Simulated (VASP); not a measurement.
Runs of VASP 6.6.1 on Ga. The structure is that of space group P6_3/mmc (No. 194), or close to it. The cells are those of the table. This isn't the form of Ga at room conditions, which is orthorhombic.

```tsv
cell	k mesh	gap on the mesh (eV)	pressure (GPa)
a = 2.933, b = 2.933, c = 9.531 Å, angles 90.0, 90.0, 120.0°, 4 atoms	12 × 12 × 4	none	0.0
a = 2.893, b = 2.893, c = 9.402 Å, angles 90.0, 90.0, 120.0°, 4 atoms	14 × 14 × 4	none	2.8
a = 2.853, b = 2.853, c = 9.270 Å, angles 90.0, 90.0, 120.0°, 4 atoms	14 × 14 × 4	none	(a)
a = 2.933, b = 2.933, c = 9.531 Å, angles 90.0, 90.0, 120.0°, 4 atoms	14 × 14 × 4	none	0.2
a = 2.972, b = 2.972, c = 9.656 Å, angles 90.0, 90.0, 120.0°, 4 atoms	14 × 14 × 4	none	(b)
```

Alike in all rows: task single point; level PBEsol; potentials or basis VASP PAW PBE potentials, release 64 (Ga_d); no spin polarisation; cutoff (eV) 520; smearing fermi-dirac 0.1 eV.

Task: Fill in the values left out.

Result: (a) 6.2; (b) -2.0.

Caveats: the PAW data sets were made with another functional, which shifts forces and pressure a little; the cell stands under pressure (at least some runs).

A k mesh can miss the band edges, and the runs leave out spin-orbit coupling on Ga.

A gap of «none» marks levels without a gap at the run's occupations.
